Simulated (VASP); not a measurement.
Wanted: the native input for a VASP 6.6.1 run.

```
Task                   : single point
Functional             : PBE
Potentials or basis    : VASP PAW PBE potentials, release 64 (Nb_sv, Te, Mo_sv)
Cutoff                 : 520 eV
k mesh                 : 6 × 6 × 1
Occupations            : gaussian, width 0.1 eV
Spin                   : no spin polarisation
Dipole correction      : no
Further INCAR settings : ALGO = Normal; EDIFF = 1e-06; NBANDS = 48
```

The structure of Nb2Te6Mo lies in POSCAR:

```
Nb2Te6Mo
1.0
    3.6310235000      0.0000000000      0.0000000000
   -1.8155117000      3.1445586000      0.0000000000
    0.0000000000      0.0000000000     22.7056200000
Nb Te Mo
2 6 1
Direct
    0.0000000000      0.0000000000      0.8370380000
    0.0000000000      0.0000000000      0.1629620000
    0.6666667000      0.3333333000      0.0810110000
    0.6666667000      0.3333333000      0.4206710000
    0.6666667000      0.3333333000      0.7545640000
    0.3333333000      0.6666667000      0.9189890000
    0.3333333000      0.6666667000      0.2454360000
    0.3333333000      0.6666667000      0.5793290000
    0.0000000000      0.0000000000      0.5000000000
```

These files were run (other wordings do the same):

INCAR

```
PREC = Accurate ; ENCUT = 520
EDIFF = 1E-6 ; ISMEAR = 0
SIGMA = 0.1 ; LREAL = False
LASPH = True ; NELM = 100
ALGO = Normal ; ISIF = 2
LWAVE = False ; LCHARG = True
GGA = PE ; LELF = True
LVHAR = True ; NBANDS = 48
```

KPOINTS

```
Automatic mesh
0
Gamma
  6 6 1
```

Potentials or basis: VASP PAW PBE potentials, release 64 (Nb_sv, Te, Mo_sv).

Command:

```sh
$ cat potpaw_PBE.64/Nb_sv/POTCAR potpaw_PBE.64/Te/POTCAR potpaw_PBE.64/Mo_sv/POTCAR > POTCAR
$ mpirun -np 1 vasp_std > vasp.out
```

It gave:

- Pressure: -0.1 GPa
- Largest force: 0.114 eV/Å
- Band gap on the k mesh: zero (band 38 reaches 7.15 eV, above the bottom of band 39 at 6.38 eV)

Caveat: spin-orbit coupling is left out, which moves the levels of the heavy elements; this functional lacks dispersion, which binds the layers, so the pressure and a relaxed spacing across them are unreliable.

Run time: 120 s on 1 thread of AMD EPYC 9R45 96-Core Processor (Zen 5) (shared host), peak memory 0.37 GiB.
